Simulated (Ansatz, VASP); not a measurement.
## O in VASP and in Ansatz

```
O
1.0
     9.00000    0.00000    0.00000
     0.00000    9.50000    0.00000
     0.00000    0.00000   10.00000
O
2
Cartesian
  4.5000 4.7500 4.3949
  4.5000 4.7500 5.6051
```

Alike in both runs: functional PBEsol; k mesh 1 × 1 × 1; occupations gaussian, width 0.05 eV; collinear spin.

Ansatz relaxed the structure, and its values are those at the end. VASP's run is a single point on that final structure, the one shown.

|  | VASP | Ansatz |
| --- | --- | --- |
| version | VASP 6.6.1 | Ansatz 0.2.0 |
| potentials or method | VASP PAW PBE potentials, release 64 (O_h), cutoff 910 eV | plane waves, PAW |
| valence electrons in the cell | 12 | 12 |

|  | VASP | Ansatz | Ansatz less VASP |
| --- | --- | --- | --- |
| rms of the force components (eV/Å) | 0.113 | 0.000 | -0.1126 |
| net moment per atom (μB) | 1.00 | 1.00 | 0.000 |
| size of the moment on the site where the two differ most (μB) | 0.62 | 0.55 | -0.069 |

VASP's potentials were made for PBE, not for PBEsol. Site moments also hang on the region over which each program counts them. Ansatz's warnings: end state compared, stress scf threshold loose.

Noted on VASP's run: the cutoff is short for stress, so the pressure is rough.
